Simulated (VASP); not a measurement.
# Ti (R-3m) in VASP: single point with PBEsol

Aim: the single point of Ti with PBEsol.

All numbers are computed with VASP 6.6.1; they aren't measurements. Logs are shortened: lines on timing, memory, paths and dates and some standing lists are left out, and cuts for length are marked.

## Step 1: The cell of the first run

The structure is trigonal, space group R-3m (No. 166). Conventional cell: a = 2.871 Å, b = 2.871 Å, c = 14.064 Å, α = 90.00°, β = 90.00°, γ = 120.00°. Ti (site symmetry 3m) has 12 Ti at 2.77 to 2.97 Å within 3.7 Å.

## Step 2: Single point, PBEsol (atoms displaced along a vibrational mode)

The input, INCAR:

```
SYSTEM = Ti
PREC     = Accurate       ! precision mode
ENCUT    = 520            ! plane-wave cutoff, eV
EDIFF    = 1E-6           ! SCF threshold, eV
ISMEAR   = 0              ! smearing method
SIGMA    = 0.15           ! smearing width, eV
LREAL    = .FALSE.        ! projectors in reciprocal space
LASPH    = .TRUE.         ! aspherical terms in the spheres
NELM     = 80             ! most SCF steps
ALGO     = Fast           ! electronic algorithm
ISIF     = 2              ! what is computed and relaxed
LWAVE    = .FALSE.        ! write WAVECAR
LCHARG   = .FALSE.        ! write CHGCAR
GGA      = PS             ! functional
NBANDS   = 19             ! bands
ISYM     = 0
```

The input, KPOINTS:

```
regular mesh
0
G
  18 18 20
  0 0 0
```

The input, POSCAR:

```
Ti
1.0
    0.0000000000     -2.0300000000     -2.0300000000
   -2.0300000000      0.0000000000     -2.0300000000
    2.0300000000      2.0300000000     -4.0600000000
Ti
2
Direct
    0.4957343568      0.4957343568      0.5127984050
    0.0042656432      0.0042656432     -0.0127984050
```

Potentials or basis: VASP PAW PBE potentials, release 64 (Ti_sv).

Command:

```
$ cat potpaw_PBE.64/Ti_sv/POTCAR > POTCAR
$ mpirun -np 1 vasp_std > vasp.out
```

OUTCAR:

```text
SYSTEM = Ti
   PREC = Accurate
   ENCUT = 520
   EDIFF = 1E-6
   ISMEAR = 0
   LREAL = .FALSE.
   LASPH = .TRUE.
   NELM = 80
   ISIF = 2
   GGA = PS
   ISYM = 0

 ion  position               nearest neighbor table
   1  0.496  0.496  0.513-   2 2.77   2 2.77   2 2.77
   2  0.004  0.004  0.987-   1 2.77   1 2.77   1 2.77

IMPORTANT INFORMATION: All symmetrisations will be switched off!
NOSYMM: (Re-)initialisation of all symmetry stuff for point group C_1.

----------------------------------------------------------------------------------------

                                     Primitive cell

  volume of cell :      33.4617

  direct lattice vectors                    reciprocal lattice vectors
     0.000000000 -2.030000000 -2.030000000     0.123152709 -0.369458128 -0.123152709
    -2.030000000  0.000000000 -2.030000000    -0.369458128  0.123152709 -0.123152709
     2.030000000  2.030000000 -4.060000000     0.123152709  0.123152709 -0.123152709

  length of vectors
     2.870853532  2.870853532  4.972464178     0.408451329  0.408451329  0.213306750

  position of ions in fractional coordinates (direct lattice)
     0.495734357  0.495734357  0.512798405
     0.004265643  0.004265643  0.987201595

  ion indices of the primitive-cell ions
   primitive index   ion index
                 1           1
                 2           2

----------------------------------------------------------------------------------------

 KPOINTS: regular mesh

Automatic generation of k-mesh.
 Grid dimensions read from file:
 generate k-points for:   18   18   20

 Generating k-lattice:

  Cartesian coordinates                     Fractional coordinates (reciprocal lattice)
     0.006841817 -0.020525452 -0.006841817     0.055555556  0.000000000 -0.000000000
    -0.020525452  0.006841817 -0.006841817     0.000000000  0.055555556 -0.000000000
     0.006157635  0.006157635 -0.006157635     0.000000000  0.000000000  0.050000000

  Length of vectors
     0.022691740  0.022691740  0.010665337

  Shift w.r.t. Gamma in fractional coordinates (k-lattice)
     0.000000000  0.000000000  0.000000000

 -----------------------------------------------------------------------------
|                                                                             |
|           W    W    AA    RRRRR   N    N  II  N    N   GGGG   !!!           |
|           W    W   A  A   R    R  NN   N  II  NN   N  G    G  !!!           |
|           W    W  A    A  R    R  N N  N  II  N N  N  G       !!!           |
|           W WW W  AAAAAA  RRRRR   N  N N  II  N  N N  G  GGG   !            |
|           WW  WW  A    A  R   R   N   NN  II  N   NN  G    G                |
|           W    W  A    A  R    R  N    N  II  N    N   GGGG   !!!           |
|                                                                             |
|     Your reciprocal lattice and k-lattice belong to different lattice       |
|     classes:                                                                |
|                                                                             |
|        The reciprocal lattice is rhombohedral (trigonal),                   |
|        whereas your k-lattice is base-centered monoclinic.                  |
|                                                                             |
|     Results are often still useful ...                                      |
|                                                                             |
 -----------------------------------------------------------------------------

 WARNING: IBZKPT: internal override: KBLOWUP is changed to .FALSE.
      ... skipping the blow-up phase ...

 Subroutine IBZKPT returns following result:
 ===========================================

 Found   3244 irreducible k-points:

 Following reciprocal coordinates:
            Coordinates               Weight
  0.000000  0.000000  0.000000      1.000000
  0.055556  0.000000  0.000000      2.000000
  0.111111  0.000000  0.000000      2.000000
  0.166667  0.000000  0.000000      2.000000
  0.222222  0.000000  0.000000      2.000000
  0.277778  0.000000  0.000000      2.000000
[... 16 lines left out ...]
 -0.333333  0.055556  0.000000      2.000000
 -0.277778  0.055556  0.000000      2.000000
 [... further k-points ...]
   k-points           NKPTS =   3244   k-points in BZ     NKDIM =   3244   number of bands    NBANDS=     19
   number of dos      NEDOS =    301   number of ions     NIONS =      2
   total plane-waves  NPLWV =  23040
   dimension x,y,z NGX =    24 NGY =   24 NGZ =   40
   dimension x,y,z NGXF=    48 NGYF=   48 NGZF=   80
   ions per type =               2
   NGX,Y,Z   is equivalent  to a cutoff of  13.90, 13.90, 13.37 a.u.
   NGXF,Y,Z  is equivalent  to a cutoff of  27.80, 27.80, 26.75 a.u.
 SYSTEM =  Ti
   PREC   = accura    normal or accurate (medium, high low for compatibility)
   ISTART =      0    job   : 0-new  1-cont  2-samecut
   ICHARG =      2    charge: 1-file 2-atom 10-const
   ISPIN  =      1    spin polarized calculation?
   LNONCOLLINEAR =      F non collinear calculations
   LSORBIT =      F    spin-orbit coupling
   LASPH  =      T    aspherical Exc in radial PAW
   ENCUT  =  520.0 eV  38.22 Ry    6.18 a.u.   5.34  5.34  9.25*2*pi/ulx,y,z
   NELM   =     80;   NELMIN=  2; NELMDL= -5     # of ELM steps
   EDIFF  = 0.1E-05   stopping-criterion for ELM
   LREAL  =      F    real-space projection
   EDIFFG = 0.1E-04   stopping-criterion for IOM
   NSW    =      0    number of steps for IOM
   IBRION =     -1    ionic relax: 0-MD 1-quasi-New 2-CG
   NFREE  =      0    steps in history (QN), initial steepest desc. (CG)
   ISIF   =      2    stress and relaxation
   ISYM   =      0    0-nonsym 1-usesym 2-fastsym
   POTIM  = 0.5000    time-step for ionic-motion
   TEBEG  =    0.0;   TEEND  =   0.0 temperature during run
   PSTRESS=    0.0 pullay stress
   NELECT =      24.0000    total number of electrons
   NUPDOWN=      -1.0000    fix difference up-down
   EMIN   =  10.00;   EMAX   =-10.00  energy-range for DOS
   EFERMI =   0.00;   METHOD = LEGACY
   ISMEAR =     0;   SIGMA  =   0.15  broadening in eV -4-tet -1-fermi 0-gaus
   EFERMI_NEDOS =   21; number of points for ismear=-14 and -15
   IALGO  =     68    algorithm
   IMIX   =      4    mixing-type and parameters
     AMIX     =   0.40;   BMIX     =  1.00
     AMIX_MAG =   1.60;   BMIX_MAG =  1.00
  volume/ion in A,a.u.               =      16.73       112.91
  Fermi-wavevector in a.u.,A,eV,Ry     =   1.465421  2.769245 29.217967  2.147460
  Thomas-Fermi vector in A             =   2.581280
   LORBIT       =      0    0 simple, 1 ext, 2 COOP (PROOUT), +10 PAW based schemes
   GGA     = PS    functional components
   LHFCALC =     F    Hartree Fock is set to
   AEXX    =    0.0000 exact exchange contribution
   IVDW    =     0    specifies the selected vdW correction
   LEPSILON=     F    determine dielectric tensor
   LRPA    =     F    only Hartree local field effects (RPA)
 non-spin polarized calculation
 RMM-DIIS sequential band-by-band and
 Gauss-broadening in eV      SIGMA  =   0.15
  energy-cutoff  :      520.00
  volume of cell :       33.46
 maximum number of plane-waves:       923
 NGX is ok and might be reduce to    24
   NGX = 11   NGY = 11   NGZ = 19

 number of electron      23.9999997 magnetization

 Free energy of the ion-electron system (eV)
  ---------------------------------------------------
  ext. energy  EPLUGINS =         0.00000000
  ---------------------------------------------------
  free energy    TOTEN  =       -16.56205811 eV

  energy without entropy =      -16.52471485  energy(sigma->0) =      -16.54338648

 E-fermi :   8.5066     XC(G=0): -11.8094

 val. band max:        8.5065557583   @ k =  -0.2778   0.0556   0.0500
 cond. band min:       8.5066566549   @ k =  -0.0556   0.4444   0.2500
 fundamental gap:      0.0001008966
 Fermi energy:         8.5066007360

 k-point     1 :       0.0000    0.0000    0.0000
  band No.  band energies     occupation
      1     -47.9290      2.00000
      2     -47.7727      2.00000
      3     -24.6139      2.00000
      4     -23.9306      2.00000
      5     -23.9306      2.00000
      6     -23.8261      2.00000
[... 11 lines left out ...]
     18      11.1098      0.00000
     19      12.2671      0.00000

 k-point     2 :       0.0556    0.0000    0.0000
  band No.  band energies     occupation
      1     -47.9249      2.00000
      2     -47.7710      2.00000
      3     -24.6056      2.00000
      4     -23.9488      2.00000
      5     -23.9342      2.00000
      6     -23.8436      2.00000
[... 11 lines left out ...]
     18      11.1189      0.00000
     19      12.2413      0.00000

 k-point     3 :       0.1111    0.0000    0.0000
  band No.  band energies     occupation
      1     -47.9132      2.00000
      2     -47.7661      2.00000
      3     -24.5812      2.00000
      4     -24.0000      2.00000
      5     -23.9447      2.00000
      6     -23.8983      2.00000
[... 11 lines left out ...]
     18      11.1526      0.00000
     19      12.1614      0.00000

 k-point     4 :       0.1667    0.0000    0.0000
  band No.  band energies     occupation
      1     -47.8949      2.00000
      2     -47.7591      2.00000
      3     -24.5425      2.00000
      4     -24.0763      2.00000
      5     -23.9809      2.00000
      6     -23.9607      2.00000
[... 11 lines left out ...]
     18      11.2294      0.00000
     19      12.0453      0.00000

 k-point     5 :       0.2222    0.0000    0.0000
  band No.  band energies     occupation
      1     -47.8716      2.00000
      2     -47.7511      2.00000
      3     -24.4926      2.00000
      4     -24.1680      2.00000
      5     -24.0798      2.00000
      6     -23.9800      2.00000
[... 11 lines left out ...]
     18      11.3730      0.00000
     19      11.9149      0.00000
[... 334 lines left out ...]
      2     -47.7421      2.00000
      3     -24.4868      2.00000
      4     -24.4472      2.00000
      5     -24.1752      2.00000
      6     -24.0926      2.00000
[... 11 lines left out ...]
     18      12.2820      0.00000
     19      13.3391      0.00000

 k-point    22 :      -0.3889    0.0556    0.0000
  band No.  band energies     occupation
      1     -47.7841      2.00000
      2     -47.7369      2.00000
      3     -24.4540      2.00000
      4     -24.4217      2.00000
      5     -24.2305      2.00000
      6     -24.0604      2.00000
[... 11 lines left out ...]
     18      12.1505      0.00000
     19      12.6450      0.00000

 k-point    23 :      -0.3333    0.0556    0.0000
  band No.  band energies     occupation
      1     -47.8065      2.00000
      2     -47.7357      2.00000
      3     -24.4027      2.00000
      4     -24.3816      2.00000
      5     -24.2669      2.00000
      6     -24.0411      2.00000
[... 11 lines left out ...]
     18      11.9874      0.00000
     19      12.2007      0.00000

 k-point    24 :      -0.2778    0.0556    0.0000
  band No.  band energies     occupation
      1     -47.8318      2.00000
      2     -47.7389      2.00000
      3     -24.4165      2.00000
      4     -24.3073      2.00000
      5     -24.2284      2.00000
      6     -24.0217      2.00000
[... 11 lines left out ...]
     18      11.8336      0.00000
     19      11.9188      0.00000

 [... further k-points ...]
[... 5 lines left out ...]
  --------------------------------------------------------------------------------------
  -------------------------------------------------------------------------------------
  Total        0.0167071      0.0167049      0.0166884      0.0254477     -0.0254951     -0.0255162
  in kB        0.7999533      0.7998444      0.7990561      1.2184583     -1.2207286     -1.2217397
  external PRESSURE =       0.7996180 kB  Pullay stress =       0.0000000 kB

 VOLUME and BASIS-vectors are now :
 -----------------------------------------------------------------------------
  energy-cutoff  :      520.00
  volume of cell :       33.46
      direct lattice vectors                 reciprocal lattice vectors
     0.000000000 -2.030000000 -2.030000000     0.123152709 -0.369458128 -0.123152709
    -2.030000000  0.000000000 -2.030000000    -0.369458128  0.123152709 -0.123152709
     2.030000000  2.030000000 -4.060000000     0.123152709  0.123152709 -0.123152709

 POSITION                                       TOTAL-FORCE (eV/Angst)
 -----------------------------------------------------------------------------------
      0.03464      0.03464     -4.09464        -0.247924     -0.247927      0.247869
      1.99536      1.99536     -4.02536         0.247924      0.247927     -0.247869
 -----------------------------------------------------------------------------------
    total drift:                               -0.000080     -0.000087      0.000084

  FREE ENERGIE OF THE ION-ELECTRON SYSTEM (eV)
  ---------------------------------------------------
  free  energy   TOTEN  =       -16.5620581065 eV

  energy  without entropy=      -16.5247148524  energy(sigma->0) =      -16.54338648
```

Wall time 2.5 h (1 thread of Oxide Virtual Turin-like, shared host); peak memory 1.5 GiB.

Results:

- Free energy: -16.5621 eV
- Pressure: 0.1 GPa
- Largest force: 0.429 eV/Å
- Band gap on the k mesh: zero (bands 12 and 13 overlap by 1.41 eV)

Forces on the atoms (eV/Å):
```
Ti  -0.248 -0.248  0.248
Ti   0.248  0.248 -0.248
```

Levels at points of the mesh, in eV from the Fermi level:
```tsv
k point	band 8	band 9	band 10	band 11	band 12	band 13	band 14	band 15	band 16	band 17
(0.00, 0.00, 0.00)	-32.33	-6.19	-2.72	0.52	0.73	0.73	0.86	0.86	1.17	2.60
(0.50, 0.00, 0.00)	-32.48	-2.04	-1.86	-1.13	-0.98	0.28	0.60	1.74	2.31	3.79
(0.00, 0.50, 0.00)	-32.48	-2.04	-1.86	-1.13	-0.98	0.28	0.60	1.74	2.31	3.79
(0.50, 0.50, 0.00)	-32.43	-2.74	-2.69	-1.84	0.72	0.73	0.78	2.98	3.72	3.73
(0.00, 0.00, 0.50)	-32.36	-4.40	-4.31	-0.33	0.48	1.07	1.07	1.17	1.17	2.54
(0.50, 0.00, 0.50)	-32.43	-2.74	-2.69	-1.84	0.72	0.73	0.78	2.98	3.72	3.73
(0.00, 0.50, 0.50)	-32.43	-2.74	-2.69	-1.84	0.72	0.73	0.78	2.98	3.72	3.73
(0.50, 0.50, 0.50)	-32.48	-2.04	-1.86	-1.13	-0.98	0.28	0.60	1.74	2.31	3.79
```

Caveat: the cell differs from its parent crystal (atoms displaced along a vibrational mode); the PAW data sets were made with another functional, which shifts forces and pressure a little.
